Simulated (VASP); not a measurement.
# W3O (Pm-3n) in VASP: single point with r2SCAN

Aim: the single point of W3O with r2SCAN.

Program: VASP 6.6.1. These are calculated values, not measurements. Logs are shortened: lines on timing, memory, paths and dates and some standing lists are left out, and cuts for length are marked.

**1. The cell of the first run**

It takes space group Pm-3n (No. 223, cubic). Conventional cell: a = 4.980 Å, b = 4.980 Å, c = 4.980 Å, α = 90.00°, β = 90.00°, γ = 90.00°. W (site symmetry -4m2) has 10 W at 2.49 to 3.05 Å and 4 O at 2.78 Å within 3.3 Å. O (site symmetry m-3) has 12 W at 2.78 Å within 3.7 Å.

**2. Single point, r2SCAN**

File POSCAR:

```
W3O
1.0
    4.9801410000      0.0000000000      0.0000000000
    0.0000000000      4.9801410000      0.0000000000
    0.0000000000      0.0000000000      4.9801410000
W O
6 2
Direct
    0.5000000000      0.7500000000      0.0000000000
    0.0000000000      0.5000000000      0.7500000000
    0.2500000000      0.0000000000      0.5000000000
    0.5000000000      0.2500000000      0.0000000000
    0.0000000000      0.5000000000      0.2500000000
    0.7500000000      0.0000000000      0.5000000000
    0.5000000000      0.5000000000      0.5000000000
    0.0000000000      0.0000000000      0.0000000000
```

File INCAR.step1:

```
SYSTEM = W3O
PREC = Accurate ; ENCUT = 520
ISMEAR = -1 ; SIGMA = 0.1
LREAL = .FALSE. ; LASPH = .TRUE.
NELM = 80 ; NBANDS = 58
GGA = PE ; ALGO = Normal
EDIFF = 1E-4 ; LWAVE = .TRUE.
LCHARG = .FALSE.
```

File INCAR.step2:

```
SYSTEM = W3O
PREC = Accurate ; ENCUT = 520
EDIFF = 1E-7 ; ISMEAR = -1
SIGMA = 0.1 ; LREAL = .FALSE.
LASPH = .TRUE. ; NELM = 80
ALGO = Normal ; ISIF = 2
LWAVE = .FALSE. ; LCHARG = .FALSE.
METAGGA = R2SCAN ; LMIXTAU = .TRUE.
NBANDS = 58 ; ISTART = 1
```

File KPOINTS:

```
regular mesh
0
G
  4 4 4
  0 0 0
```

Potentials or basis: VASP PAW PBE potentials, release 64 (W_sv, O).

Started as:

```sh
> cat potpaw_PBE.64/W_sv/POTCAR potpaw_PBE.64/O/POTCAR > POTCAR
> cp INCAR.step1 INCAR
> mpirun -np 1 vasp_std > vasp.out
> cp INCAR.step2 INCAR
> mpirun -np 1 vasp_std > vasp.out
```

OUTCAR:

```text
SYSTEM = W3O
   PREC = Accurate
   ENCUT = 520
   EDIFF = 1E-7
   ISMEAR = -1
   LREAL = .FALSE.
   LASPH = .TRUE.
   NELM = 80
   ISIF = 2
   METAGGA = R2SCAN
   ISTART = 1

 ion  position               nearest neighbor table
   1  0.500  0.750  0.000-   4 2.49   4 2.49   2 3.05   5 3.05   6 3.05   3 3.05   6 3.05   3 3.05
                             2 3.05   5 3.05
   2  0.000  0.500  0.750-   5 2.49   5 2.49   4 3.05   1 3.05   6 3.05   3 3.05   3 3.05   6 3.05
                             1 3.05   4 3.05
   3  0.250  0.000  0.500-   6 2.49   6 2.49   4 3.05   5 3.05   1 3.05   1 3.05   4 3.05   2 3.05
                             5 3.05   2 3.05
   4  0.500  0.250  0.000-   1 2.49   1 2.49   3 3.05   5 3.05   6 3.05   3 3.05   6 3.05   2 3.05
                             2 3.05   5 3.05
   5  0.000  0.500  0.250-   2 2.49   2 2.49   3 3.05   4 3.05   6 3.05   1 3.05   3 3.05   6 3.05
                             1 3.05   4 3.05
   6  0.750  0.000  0.500-   3 2.49   3 2.49   1 3.05   4 3.05   5 3.05   1 3.05   4 3.05   2 3.05
                             5 3.05   2 3.05
   7  0.500  0.500  0.500-
   8  0.000  0.000  0.000-

  LATTYP: Found a simple cubic cell.
 ALAT       =     4.9801410000

  Lattice vectors:

 A1 = (   4.9801410000,   0.0000000000,   0.0000000000)
 A2 = (   0.0000000000,   4.9801410000,   0.0000000000)
 A3 = (   0.0000000000,   0.0000000000,   4.9801410000)

Analysis of symmetry for initial positions (statically):
=====================================================================
 Subroutine PRICEL returns:
 Original cell was already a primitive cell.

 Routine SETGRP: Setting up the symmetry group for a
 simple cubic supercell.

 Subroutine GETGRP returns: Found 48 space group operations
 (whereof 24 operations were pure point group operations)
 out of a pool of 48 trial point group operations.

The static configuration has the point symmetry T_h .
 The point group associated with its full space group is O_h .

Analysis of symmetry for dynamics (positions and initial velocities):
=====================================================================
 Subroutine PRICEL returns:
 Original cell was already a primitive cell.

 Routine SETGRP: Setting up the symmetry group for a
 simple cubic supercell.

 Subroutine GETGRP returns: Found 48 space group operations
 (whereof 24 operations were pure point group operations)
 out of a pool of 48 trial point group operations.

The dynamic configuration has the point symmetry T_h .
 The point group associated with its full space group is O_h .

 Subroutine INISYM returns: Found 48 space group operations
 (whereof 24 operations are pure point group operations),
 and found     1 'primitive' translations

----------------------------------------------------------------------------------------

                                     Primitive cell

  volume of cell :     123.5165

  direct lattice vectors                    reciprocal lattice vectors
     4.980141000  0.000000000  0.000000000     0.200797528  0.000000000  0.000000000
     0.000000000  4.980141000  0.000000000     0.000000000  0.200797528  0.000000000
     0.000000000  0.000000000  4.980141000     0.000000000  0.000000000  0.200797528

  length of vectors
     4.980141000  4.980141000  4.980141000     0.200797528  0.200797528  0.200797528

  position of ions in fractional coordinates (direct lattice)
     0.500000000  0.750000000  0.000000000
     0.000000000  0.500000000  0.750000000
     0.250000000  0.000000000  0.500000000
     0.500000000  0.250000000  0.000000000
     0.000000000  0.500000000  0.250000000
     0.750000000  0.000000000  0.500000000
     0.500000000  0.500000000  0.500000000
     0.000000000  0.000000000  0.000000000

  ion indices of the primitive-cell ions
   primitive index   ion index
                 1           1
                 2           2
                 3           3
                 4           4
                 5           5
                 6           6
                 7           7
                 8           8

----------------------------------------------------------------------------------------

 KPOINTS: regular mesh

Automatic generation of k-mesh.
 Grid dimensions read from file:
 generate k-points for:    4    4    4

 Generating k-lattice:

  Cartesian coordinates                     Fractional coordinates (reciprocal lattice)
     0.050199382  0.000000000  0.000000000     0.250000000  0.000000000  0.000000000
     0.000000000  0.050199382  0.000000000     0.000000000  0.250000000  0.000000000
     0.000000000  0.000000000  0.050199382     0.000000000  0.000000000  0.250000000

  Length of vectors
     0.050199382  0.050199382  0.050199382

  Shift w.r.t. Gamma in fractional coordinates (k-lattice)
     0.000000000  0.000000000  0.000000000

 Subroutine IBZKPT returns following result:
 ===========================================

 Found     10 irreducible k-points:

 Following reciprocal coordinates:
            Coordinates               Weight
  0.000000  0.000000  0.000000      1.000000
  0.250000  0.000000  0.000000      6.000000
  0.500000  0.000000  0.000000      3.000000
  0.250000  0.250000  0.000000     12.000000
  0.500000  0.250000  0.000000     12.000000
  0.500000  0.500000  0.000000      3.000000
  0.250000  0.250000  0.250000      8.000000
  0.500000  0.250000  0.250000     12.000000
  0.500000  0.500000  0.250000      6.000000
  0.500000  0.500000  0.500000      1.000000
   k-points           NKPTS =     10   k-points in BZ     NKDIM =     10   number of bands    NBANDS=     58
   number of dos      NEDOS =    301   number of ions     NIONS =      8
   total plane-waves  NPLWV =  64000
   dimension x,y,z NGX =    40 NGY =   40 NGZ =   40
   dimension x,y,z NGXF=    80 NGYF=   80 NGZF=   80
   ions per type =               6   2
   NGX,Y,Z   is equivalent  to a cutoff of  13.35, 13.35, 13.35 a.u.
   NGXF,Y,Z  is equivalent  to a cutoff of  26.71, 26.71, 26.71 a.u.
 SYSTEM =  W3O
   PREC   = accura    normal or accurate (medium, high low for compatibility)
   ISTART =      1    job   : 0-new  1-cont  2-samecut
   ICHARG =      0    charge: 1-file 2-atom 10-const
   ISPIN  =      1    spin polarized calculation?
   LNONCOLLINEAR =      F non collinear calculations
   LSORBIT =      F    spin-orbit coupling
   LASPH  =      T    aspherical Exc in radial PAW
   ENCUT  =  520.0 eV  38.22 Ry    6.18 a.u.   9.26  9.26  9.26*2*pi/ulx,y,z
   NELM   =     80;   NELMIN=  2; NELMDL=  0     # of ELM steps
   EDIFF  = 0.1E-06   stopping-criterion for ELM
   LREAL  =      F    real-space projection
   EDIFFG = 0.1E-05   stopping-criterion for IOM
   NSW    =      0    number of steps for IOM
   IBRION =     -1    ionic relax: 0-MD 1-quasi-New 2-CG
   NFREE  =      0    steps in history (QN), initial steepest desc. (CG)
   ISIF   =      2    stress and relaxation
   ISYM   =      2    0-nonsym 1-usesym 2-fastsym
   POTIM  = 0.5000    time-step for ionic-motion
   TEBEG  =    0.0;   TEEND  =   0.0 temperature during run
   PSTRESS=    0.0 pullay stress
   NELECT =      96.0000    total number of electrons
   NUPDOWN=      -1.0000    fix difference up-down
   EMIN   =  10.00;   EMAX   =-10.00  energy-range for DOS
   EFERMI =   0.00;   METHOD = LEGACY
   ISMEAR =    -1;   SIGMA  =   0.10  broadening in eV -4-tet -1-fermi 0-gaus
   EFERMI_NEDOS =   21; number of points for ismear=-14 and -15
   IALGO  =     38    algorithm
   IMIX   =      4    mixing-type and parameters
     AMIX     =   0.40;   BMIX     =  1.00
     AMIX_MAG =   1.60;   BMIX_MAG =  1.00
  volume/ion in A,a.u.               =      15.44       104.19
  Fermi-wavevector in a.u.,A,eV,Ry     =   1.505186  2.844390 30.825168  2.265586
  Thomas-Fermi vector in A             =   2.616068
   LORBIT       =      0    0 simple, 1 ext, 2 COOP (PROOUT), +10 PAW based schemes
   METAGGA = R2SCAN    functional components
   LHFCALC =     F    Hartree Fock is set to
   AEXX    =    0.0000 exact exchange contribution
   IVDW    =     0    specifies the selected vdW correction
   LEPSILON=     F    determine dielectric tensor
   LRPA    =     F    only Hartree local field effects (RPA)
 non-spin polarized calculation
  energy-cutoff  :      520.00
  volume of cell :      123.52
 maximum number of plane-waves:      3362
 NGX is ok and might be reduce to    40
   NGX = 19   NGY = 19   NGZ = 19

 number of electron      95.9999989 magnetization

 Free energy of the ion-electron system (eV)
  ---------------------------------------------------
  ext. energy  EPLUGINS =         0.00000000
  ---------------------------------------------------
  free energy    TOTEN  =      -311.95119095 eV

  energy without entropy =     -311.71480724  energy(sigma->0) =     -311.83299909

 E-fermi :   8.8741     XC(G=0): -13.7863

 val. band max:        8.8435291527   @ k =   0.2500   0.2500   0.0000
 cond. band min:       8.9507558513   @ k =   0.5000   0.5000   0.2500
 fundamental gap:      0.1072266986
 Fermi energy:         8.8740900336

 k-point     1 :       0.0000    0.0000    0.0000
  band No.  band energies     occupation
      1     -67.3871      2.00000
      2     -67.3382      2.00000
      3     -67.3382      2.00000
      4     -67.1530      2.00000
      5     -67.1530      2.00000
      6     -67.1530      2.00000
[... 50 lines left out ...]
     57      11.9882      0.00000
     58      12.7700      0.00000

 k-point     2 :       0.2500    0.0000    0.0000
  band No.  band energies     occupation
      1     -67.3752      2.00000
      2     -67.3435      2.00000
      3     -67.3162      2.00000
      4     -67.1824      2.00000
      5     -67.1531      2.00000
      6     -67.1531      2.00000
[... 50 lines left out ...]
     57      11.4981      0.00000
     58      12.3145      0.00000
[... 425 lines left out ...]
     57      11.3203      0.00000
     58      11.3906      0.00000

 k-point    10 :       0.5000    0.5000    0.5000
  band No.  band energies     occupation
      1     -67.2544      2.00000
      2     -67.2544      2.00000
      3     -67.2544      2.00000
      4     -67.2544      2.00000
      5     -67.2544      2.00000
      6     -67.2544      2.00000
[... 50 lines left out ...]
     57      11.3819      0.00000
     58      11.3819      0.00000

------------------------ aborting loop because EDIFF is reached ----------------------------------------

  FORCE on cell =-STRESS in cart. coord.  units (eV):
  Direction    XX          YY          ZZ          XY          YZ          ZX
  --------------------------------------------------------------------------------------
  -------------------------------------------------------------------------------------
  Total      -11.8015699    -11.8015699    -11.8015699      0.0000000      0.0000000     -0.0000000
  in kB     -153.0824651   -153.0824651   -153.0824651      0.0000000      0.0000000     -0.0000000
  external PRESSURE =    -153.0824651 kB  Pullay stress =       0.0000000 kB

 VOLUME and BASIS-vectors are now :
 -----------------------------------------------------------------------------
  energy-cutoff  :      520.00
  volume of cell :      123.52
      direct lattice vectors                 reciprocal lattice vectors
     4.980141000  0.000000000  0.000000000     0.200797528  0.000000000  0.000000000
     0.000000000  4.980141000  0.000000000     0.000000000  0.200797528  0.000000000
     0.000000000  0.000000000  4.980141000     0.000000000  0.000000000  0.200797528

 POSITION                                       TOTAL-FORCE (eV/Angst)
 -----------------------------------------------------------------------------------
      2.49007      3.73511      0.00000        -0.000000      0.000000     -0.000000
      0.00000      2.49007      3.73511        -0.000000      0.000000      0.000000
      1.24504      0.00000      2.49007         0.000000      0.000000     -0.000000
      2.49007      1.24504      0.00000         0.000000     -0.000000     -0.000000
      0.00000      2.49007      1.24504         0.000000     -0.000000     -0.000000
      3.73511      0.00000      2.49007        -0.000000      0.000000      0.000000
      2.49007      2.49007      2.49007         0.000000     -0.000000      0.000000
      0.00000      0.00000      0.00000         0.000000     -0.000000      0.000000
 -----------------------------------------------------------------------------------
    total drift:                               -0.000000     -0.000000      0.000000

  FREE ENERGIE OF THE ION-ELECTRON SYSTEM (eV)
  ---------------------------------------------------
  free  energy   TOTEN  =      -311.9511909462 eV

  energy  without entropy=     -311.7148072391  energy(sigma->0) =     -311.83299909
```

Run time: 2.8 min. Hardware: 1 thread of Intel Xeon Platinum 8559C (Emerald Rapids), shared host; peak memory 0.27 GiB.

Results:

| Quantity | Value |
| --- | --- |
| Free energy | -311.9512 eV |
| Pressure | -15.3 GPa |
| Band gap on the k mesh | zero (band 48 reaches 9.27 eV, above the bottom of band 49 at 8.70 eV) |

Levels at points of the mesh, in eV from the Fermi level:
```tsv
k point	band 45	band 46	band 47	band 48	band 49	band 50	band 51	band 52
(0.00, 0.00, 0.00)	-1.37	-0.53	0.17	0.17	0.17	1.27	1.27	1.27
(0.50, 0.00, 0.00)	-1.01	-1.01	0.40	0.40	0.47	0.47	1.10	1.10
(0.50, 0.50, 0.00)	-0.83	-0.58	-0.58	-0.14	-0.12	-0.10	-0.09	-0.09
(0.50, 0.50, 0.50)	-0.76	-0.76	-0.76	-0.76	-0.18	-0.18	0.47	0.47
```

Caveat: the PAW data sets were made with another functional, which shifts forces and pressure a little; spin-orbit coupling is left out, which moves the levels of the heavy elements.
